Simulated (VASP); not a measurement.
# Si (C2/m) in VASP: a series of runs

Si is run at these levels: LDA; tasks: single point.

All numbers are computed with VASP 6.6.1; they aren't measurements. Logs are shortened: lines on timing, memory, paths and dates and some standing lists are left out, and cuts for length are marked.

## (1) The cell of the first run

The structure is monoclinic, space group C2/m (No. 12). The conventional cell has a = 2.608 Å, b = 4.518 Å, c = 9.938 Å, α = 90.00°, β = 96.03°, γ = 90.00°. Si (site symmetry m) has 9 Si at 2.47 to 2.92 Å within 3.3 Å. Si (site symmetry m) has 8 Si at 2.47 to 2.61 Å within 3.3 Å.

## (2) Single point, LDA

The input, INCAR:

```
SYSTEM = Si
PREC = Accurate ; ENCUT = 520
EDIFF = 1E-7 ; ISMEAR = 0
SIGMA = 0.15 ; LREAL = .False.
LASPH = .True. ; NELM = 60
ALGO = Normal ; ISIF = 2
LWAVE = .False. ; LCHARG = .True.
LELF = .True. ; LVHAR = .True.
NBANDS = 16
```

The input, KPOINTS:

```
Automatic mesh
0
Gamma
  26 26 6
  0 0 0
```

The input, POSCAR:

```
Si
1.0
   -2.6084914272      0.0000000000      0.0000000000
   -1.3042457136     -2.2590198415      0.0000000000
   -1.0433965709      0.0000000000      9.8830448238
Si
4
Direct
   -0.3500000000      0.0000000000      0.8750000000
   -0.0500000000      0.0000000000      0.1250000000
   -0.1500000000      0.0000000000      0.3750000000
   -0.2500000000      0.0000000000      0.6250000000
```

Potentials or basis: VASP PAW LDA potentials, release 64 (Si).

Started as:

```bash
$ cat potpaw_LDA.64/Si/POTCAR > POTCAR
$ mpirun -np 1 vasp_std > vasp.out
```

OUTCAR:

```text
SYSTEM = Si
   PREC = Accurate
   ENCUT = 520
   EDIFF = 1E-7
   ISMEAR = 0
   LREAL = .False.
   LASPH = .True.
   NELM = 60
   ISIF = 2

 ion  position               nearest neighbor table
   1  0.650  0.000  0.875-   4 2.47   2 2.68   2 2.92
   2  0.950  0.000  0.125-   3 2.47   1 2.68   1 2.92
   3  0.850  0.000  0.375-   2 2.47   4 2.47
   4  0.750  0.000  0.625-   1 2.47   3 2.47

  LATTYP: Found a base centered monoclinic cell.
 ALAT       =     2.6084914272
 B/A-ratio  =     1.7320508076
 C/A-ratio  =     3.8098534966
 COS(beta)  =    -0.1049909138

  Lattice vectors:

 A1 = (   1.3042457136,  -2.2590198415,   0.0000000000)
 A2 = (   1.3042457136,   2.2590198415,   0.0000000000)
 A3 = (  -1.0433965709,   0.0000000000,   9.8830448238)

Analysis of symmetry for initial positions (statically):
=====================================================================
 Subroutine PRICEL returns:
 Original cell was already a primitive cell.

 Routine SETGRP: Setting up the symmetry group for a
 base centered monoclinic supercell.

 Subroutine GETGRP returns: Found  4 space group operations
 (whereof  2 operations were pure point group operations)
 out of a pool of  4 trial point group operations.

The static configuration has the point symmetry C_1h.
 The point group associated with its full space group is C_2h.

Analysis of symmetry for dynamics (positions and initial velocities):
=====================================================================
 Subroutine PRICEL returns:
 Original cell was already a primitive cell.

 Routine SETGRP: Setting up the symmetry group for a
 base centered monoclinic supercell.

 Subroutine GETGRP returns: Found  4 space group operations
 (whereof  2 operations were pure point group operations)
 out of a pool of  4 trial point group operations.

The dynamic configuration has the point symmetry C_1h.
 The point group associated with its full space group is C_2h.

 Subroutine INISYM returns: Found  4 space group operations
 (whereof  2 operations are pure point group operations),
 and found     1 'primitive' translations

----------------------------------------------------------------------------------------

                                     Primitive cell

  volume of cell :      58.2372

  direct lattice vectors                    reciprocal lattice vectors
    -2.608491427  0.000000000  0.000000000    -0.383363345  0.221334931 -0.040473357
    -1.304245714 -2.259019841  0.000000000     0.000000000 -0.442669861  0.000000000
    -1.043396571  0.000000000  9.883044824     0.000000000  0.000000000  0.101183392

  length of vectors
     2.608491427  2.608491427  9.937970185     0.444516253  0.442669861  0.101183392

  position of ions in fractional coordinates (direct lattice)
     0.650000000  0.000000000  0.875000000
     0.950000000  0.000000000  0.125000000
     0.850000000  0.000000000  0.375000000
     0.750000000  0.000000000  0.625000000

  ion indices of the primitive-cell ions
   primitive index   ion index
                 1           1
                 2           2
                 3           3
                 4           4

----------------------------------------------------------------------------------------

 KPOINTS: Automatic mesh

Automatic generation of k-mesh.
 Grid dimensions read from file:
 generate k-points for:   26   26    6

 Generating k-lattice:

  Cartesian coordinates                     Fractional coordinates (reciprocal lattice)
    -0.014744744  0.008512882 -0.001556668     0.038461538  0.000000000 -0.000000000
     0.000000000 -0.017025764  0.000000000     0.000000000  0.038461538  0.000000000
     0.000000000  0.000000000  0.016863899     0.000000000  0.000000000  0.166666667

  Length of vectors
     0.017096779  0.017025764  0.016863899

  Shift w.r.t. Gamma in fractional coordinates (k-lattice)
     0.000000000  0.000000000  0.000000000

 Subroutine IBZKPT returns following result:
 ===========================================

 Found   1068 irreducible k-points:

 Following reciprocal coordinates:
            Coordinates               Weight
  0.000000  0.000000  0.000000      1.000000
  0.038462  0.000000  0.000000      4.000000
  0.076923  0.000000  0.000000      4.000000
  0.115385 -0.000000  0.000000      4.000000
  0.153846  0.000000  0.000000      4.000000
  0.192308  0.000000  0.000000      4.000000
[... 16 lines left out ...]
  0.346154  0.038462 -0.000000      4.000000
  0.384615  0.038462  0.000000      4.000000
 [... further k-points ...]
   k-points           NKPTS =   1068   k-points in BZ     NKDIM =   1068   number of bands    NBANDS=     16
   number of dos      NEDOS =    301   number of ions     NIONS =      4
   total plane-waves  NPLWV =  32000
   dimension x,y,z NGX =    20 NGY =   20 NGZ =   80
   dimension x,y,z NGXF=    40 NGYF=   40 NGZF=  160
   ions per type =               4
   NGX,Y,Z   is equivalent  to a cutoff of  12.75, 12.75, 13.38 a.u.
   NGXF,Y,Z  is equivalent  to a cutoff of  25.49, 25.49, 26.77 a.u.
 SYSTEM =  Si
   PREC   = accura    normal or accurate (medium, high low for compatibility)
   ISTART =      0    job   : 0-new  1-cont  2-samecut
   ICHARG =      2    charge: 1-file 2-atom 10-const
   ISPIN  =      1    spin polarized calculation?
   LNONCOLLINEAR =      F non collinear calculations
   LSORBIT =      F    spin-orbit coupling
   LASPH  =      T    aspherical Exc in radial PAW
   ENCUT  =  520.0 eV  38.22 Ry    6.18 a.u.   4.85  4.85 18.48*2*pi/ulx,y,z
   NELM   =     60;   NELMIN=  2; NELMDL= -5     # of ELM steps
   EDIFF  = 0.1E-06   stopping-criterion for ELM
   LREAL  =      F    real-space projection
   EDIFFG = 0.1E-05   stopping-criterion for IOM
   NSW    =      0    number of steps for IOM
   IBRION =     -1    ionic relax: 0-MD 1-quasi-New 2-CG
   NFREE  =      0    steps in history (QN), initial steepest desc. (CG)
   ISIF   =      2    stress and relaxation
   ISYM   =      2    0-nonsym 1-usesym 2-fastsym
   POTIM  = 0.5000    time-step for ionic-motion
   TEBEG  =    0.0;   TEEND  =   0.0 temperature during run
   PSTRESS=    0.0 pullay stress
   NELECT =      16.0000    total number of electrons
   NUPDOWN=      -1.0000    fix difference up-down
   EMIN   =  10.00;   EMAX   =-10.00  energy-range for DOS
   EFERMI =   0.00;   METHOD = LEGACY
   ISMEAR =     0;   SIGMA  =   0.15  broadening in eV -4-tet -1-fermi 0-gaus
   EFERMI_NEDOS =   21; number of points for ismear=-14 and -15
   IALGO  =     38    algorithm
   IMIX   =      4    mixing-type and parameters
     AMIX     =   0.40;   BMIX     =  1.00
     AMIX_MAG =   1.60;   BMIX_MAG =  1.00
  volume/ion in A,a.u.               =      14.56        98.25
  Fermi-wavevector in a.u.,A,eV,Ry     =   1.064261  2.011161 15.410654  1.132651
  Thomas-Fermi vector in A             =   2.199773
   LORBIT       =      0    0 simple, 1 ext, 2 COOP (PROOUT), +10 PAW based schemes
   GGA     = CA    functional components
   LHFCALC =     F    Hartree Fock is set to
   AEXX    =    0.0000 exact exchange contribution
   IVDW    =     0    specifies the selected vdW correction
   LEPSILON=     F    determine dielectric tensor
   LRPA    =     F    only Hartree local field effects (RPA)
 non-spin polarized calculation
 Gauss-broadening in eV      SIGMA  =   0.15
  energy-cutoff  :      520.00
  volume of cell :       58.24
 maximum number of plane-waves:      1599
   NGX =  9   NGY =  9   NGZ = 37

 number of electron      16.0000001 magnetization

 Free energy of the ion-electron system (eV)
  ---------------------------------------------------
  ext. energy  EPLUGINS =         0.00000000
  ---------------------------------------------------
  free energy    TOTEN  =       -22.67840868 eV

  energy without entropy =      -22.65984005  energy(sigma->0) =      -22.66912436

 E-fermi :   9.7634     XC(G=0): -11.1888

 val. band max:        9.7622770354   @ k =   0.3462  -0.0000   0.1667
 cond. band min:       9.7633819383   @ k =  -0.3462   0.0000   0.1667
 fundamental gap:      0.0011049029
 Fermi energy:         9.7633553837

 k-point     1 :       0.0000    0.0000    0.0000
  band No.  band energies     occupation
      1      -4.3971      2.00000
      2      -2.9637      2.00000
      3      -2.9471      2.00000
      4       0.4329      2.00000
      5       2.5480      2.00000
      6       8.5148      2.00000
[... 8 lines left out ...]
     15      22.2059      0.00000
     16      22.2087      0.00000

 k-point     2 :       0.0385    0.0000    0.0000
  band No.  band energies     occupation
      1      -4.3549      2.00000
      2      -2.9579      2.00000
      3      -2.8689      2.00000
      4       0.4711      2.00000
      5       2.5911      2.00000
      6       8.4676      2.00000
[... 8 lines left out ...]
     15      21.6906      0.00000
     16      22.2166      0.00000

 k-point     3 :       0.0769    0.0000    0.0000
  band No.  band energies     occupation
      1      -4.2282      2.00000
      2      -2.8754      2.00000
      3      -2.6998      2.00000
      4       0.5855      2.00000
      5       2.7204      2.00000
      6       8.4576      2.00000
[... 8 lines left out ...]
     15      20.6978      0.00000
     16      21.1099      0.00000

 k-point     4 :       0.1154   -0.0000    0.0000
  band No.  band energies     occupation
      1      -4.0172      2.00000
      2      -2.7093      2.00000
      3      -2.4468      2.00000
      4       0.7760      2.00000
      5       2.9352      2.00000
      6       8.5160      2.00000
[... 8 lines left out ...]
     15      19.7510      0.00000
     16      20.0145      0.00000

 k-point     5 :       0.1538    0.0000    0.0000
  band No.  band energies     occupation
      1      -3.7223      2.00000
      2      -2.4598      2.00000
      3      -2.1106      2.00000
      4       1.0425      2.00000
      5       3.2349      2.00000
      6       8.6418      2.00000
[... 8 lines left out ...]
     15      18.8018      0.00000
     16      19.3850      0.00000

 k-point     6 :       0.1923    0.0000    0.0000
  band No.  band energies     occupation
      1      -3.3438      2.00000
      2      -2.1272      2.00000
      3      -1.6917      2.00000
      4       1.3845      2.00000
      5       3.6181      2.00000
      6       8.8274      2.00000
[... 8 lines left out ...]
     15      18.6204      0.00000
     16      18.8464      0.00000

 k-point     7 :       0.2308    0.0000   -0.0000
  band No.  band energies     occupation
      1      -2.8824      2.00000
      2      -1.7121      2.00000
      3      -1.1908      2.00000
      4       1.8015      2.00000
      5       4.0827      2.00000
      6       9.0501      2.00000
[... 8 lines left out ...]
     15      18.2830      0.00000
     16      18.6910      0.00000

 k-point     8 :       0.2692   -0.0000   -0.0000
  band No.  band energies     occupation
      1      -2.3388      2.00000
      2      -1.2152      2.00000
      3      -0.6088      2.00000
      4       2.2929      2.00000
      5       4.6254      2.00000
      6       9.2164      2.00000
[... 8 lines left out ...]
     15      17.8653      0.00000
     16      17.9722      0.00000

 k-point     9 :       0.3077    0.0000    0.0000
  band No.  band energies     occupation
      1      -1.7138      2.00000
      2      -0.6373      2.00000
      3       0.0533      2.00000
      4       2.8575      2.00000
      5       5.2399      2.00000
      6       8.7261      2.00000
[... 8 lines left out ...]
     15      17.0981      0.00000
     16      17.5118      0.00000
[... 172 lines left out ...]
 k-point    19 :       0.1923    0.0385    0.0000
  band No.  band energies     occupation
      1      -3.5104      2.00000
      2      -2.2929      2.00000
      3      -1.8571      2.00000
      4       1.2201      2.00000
      5       3.4635      2.00000
      6       8.6967      2.00000
[... 8 lines left out ...]
     15      18.8298      0.00000
     16      19.1046      0.00000

 k-point    20 :       0.2308    0.0385   -0.0000
  band No.  band energies     occupation
      1      -3.0901      2.00000
      2      -1.9186      2.00000
      3      -1.3969      2.00000
      4       1.5970      2.00000
      5       3.8909      2.00000
      6       8.9070      2.00000
[... 8 lines left out ...]
     15      18.2526      0.00000
     16      18.9296      0.00000

 k-point    21 :       0.2692    0.0385   -0.0000
  band No.  band energies     occupation
      1      -2.5872      2.00000
      2      -1.4622      2.00000
      3      -0.8551      2.00000
      4       2.0489      2.00000
      5       4.3979      2.00000
      6       9.1283      2.00000
[... 8 lines left out ...]
     15      17.9379      0.00000
     16      18.3739      0.00000

 k-point    22 :       0.3077    0.0385    0.0000
  band No.  band energies     occupation
      1      -2.0025      2.00000
      2      -0.9244      2.00000
      3      -0.2327      2.00000
      4       2.5749      2.00000
      5       4.9799      2.00000
      6       9.1480      2.00000
[... 8 lines left out ...]
     15      17.2015      0.00000
     16      17.8786      0.00000

 k-point    23 :       0.3462    0.0385   -0.0000
  band No.  band energies     occupation
      1      -1.3371      2.00000
      2      -0.3062      2.00000
      3       0.4689      2.00000
      4       3.1735      2.00000
      5       5.6272      2.00000
      6       8.0990      2.00000
[... 8 lines left out ...]
     15      16.7927      0.00000
     16      17.6745      0.00000

 k-point    24 :       0.3846    0.0385    0.0000
  band No.  band energies     occupation
      1      -0.5922      2.00000
      2       0.3911      2.00000
      3       1.2481      2.00000
      4       3.8423      2.00000
      5       6.3028      2.00000
      6       6.8017      2.00000
[... 8 lines left out ...]
     15      16.4552      0.00000
     16      17.4168      0.00000

 [... further k-points ...]
[... 5 lines left out ...]
  --------------------------------------------------------------------------------------
  -------------------------------------------------------------------------------------
  Total        0.2506563     -0.1094240     -0.7240026      0.0000000      0.0000000      1.0200897
  in kB        6.8958699     -3.0103922    -19.9182173      0.0000000      0.0000000     28.0639463
  external PRESSURE =      -5.3442465 kB  Pullay stress =       0.0000000 kB

 VOLUME and BASIS-vectors are now :
 -----------------------------------------------------------------------------
  energy-cutoff  :      520.00
  volume of cell :       58.24
      direct lattice vectors                 reciprocal lattice vectors
    -2.608491427  0.000000000  0.000000000    -0.383363345  0.221334931 -0.040473357
    -1.304245714 -2.259019841  0.000000000     0.000000000 -0.442669861  0.000000000
    -1.043396571  0.000000000  9.883044824     0.000000000  0.000000000  0.101183392

 POSITION                                       TOTAL-FORCE (eV/Angst)
 -----------------------------------------------------------------------------------
     -2.60849      0.00000      8.64766        -0.201770      0.000000      0.090767
     -2.60849      0.00000      1.23538         0.201770      0.000000     -0.090767
     -2.60849      0.00000      3.70614         0.037385      0.000000      0.030983
     -2.60849      0.00000      6.17690        -0.037385      0.000000     -0.030983
 -----------------------------------------------------------------------------------
    total drift:                               -0.000000     -0.000000     -0.000000

  FREE ENERGIE OF THE ION-ELECTRON SYSTEM (eV)
  ---------------------------------------------------
  free  energy   TOTEN  =       -22.6784086803 eV

  energy  without entropy=      -22.6598400472  energy(sigma->0) =      -22.66912436
```

Wall time 7.3 min (1 thread of AMD EPYC 9R45 (Zen 5), shared host); peak memory 0.69 GiB.

Results:

```yaml
Free_energy: -22.6784 eV
Pressure: -0.5 GPa
Largest_force: 0.221 eV/Å
Band_gap_on_the_k_mesh: zero (band 8 reaches 17.44 eV, above the bottom of band 9 at 7.10 eV)
```

Forces on the atoms (eV/Å):
```
Si  -0.202  0.000  0.091
Si   0.202  0.000 -0.091
Si   0.037  0.000  0.031
Si  -0.037  0.000 -0.031
```

Stress tensor (GPa, compression positive):
```
 0.69  0.00  2.81
 0.00 -0.30  0.00
 2.81  0.00 -1.99
```

## (3) Single point, LDA

The input, INCAR:

```
SYSTEM = Si
  ALGO = Normal
  EDIFF = 1E-7
  ENCUT = 520
  ISIF = 2
  ISMEAR = 0
  LASPH = .TRUE.
  LCHARG = .FALSE.
  LREAL = .FALSE.
  LWAVE = .FALSE.
  NBANDS = 16
  NELM = 100
  PREC = Accurate
  SIGMA = 0.15
```

The input, KPOINTS:

```
k-points
0
G
  26 26 6
  0 0 0
```

The input, POSCAR:

```
Si
1.0
   -2.6084914272      0.0000000000      0.0000000000
   -1.3042457136     -2.2590198415      0.0000000000
   -0.7825474282      0.0000000000      9.8830448238
Si
4
Direct
   -0.2625000000      0.0000000000      0.8750000000
   -0.0375000000      0.0000000000      0.1250000000
   -0.1125000000      0.0000000000      0.3750000000
   -0.1875000000      0.0000000000      0.6250000000
```

Potentials or basis: VASP PAW LDA potentials, release 64 (Si).

Started as:

```bash
$ cat potpaw_LDA.64/Si/POTCAR > POTCAR
$ mpirun -np 1 vasp_std > vasp.out
```

It took 17 min on 1 thread of AMD EPYC 7R43 (Zen 3), shared host; peak memory 0.67 GiB.

It converged, with:

```yaml
Free_energy: -22.7676 eV
Pressure: -0.4 GPa
Largest_force: 0.307 eV/Å
Band_gap_on_the_k_mesh: zero (band 8 reaches 17.39 eV, above the bottom of band 9 at 7.03 eV)
```

Forces on the atoms (eV/Å):
```
Si  -0.290  0.000  0.100
Si   0.290  0.000 -0.100
Si   0.058  0.000  0.013
Si  -0.058  0.000 -0.013
```

Stress tensor (GPa, compression positive):
```
 0.90  0.00  4.16
 0.00  0.39  0.00
 4.16  0.00 -2.36
```

Levels at points of the mesh, in eV from the Fermi level:
```csv
k point,band 5,band 6,band 7,band 8,band 9,band 10,band 11,band 12
"(0.00, 0.00, 0.00)",-7.22,-1.25,-1.17,7.63,7.70,10.54,10.65,11.00
"(0.50, 0.00, 0.00)",-5.38,-5.27,-3.31,-2.24,-1.43,1.36,3.79,3.98
"(0.00, 0.50, 0.00)",-5.52,-5.51,-3.00,-2.02,-1.96,1.47,4.04,4.23
"(0.00, 0.00, 0.50)",-4.92,-4.89,3.00,3.13,10.55,10.70,10.92,11.11
"(0.50, 0.00, 0.50)",-4.88,-4.67,-3.81,-3.35,0.22,1.02,3.34,3.55
"(0.00, 0.50, 0.50)",-4.41,-4.37,-4.06,-4.04,0.89,1.00,3.23,3.25
```
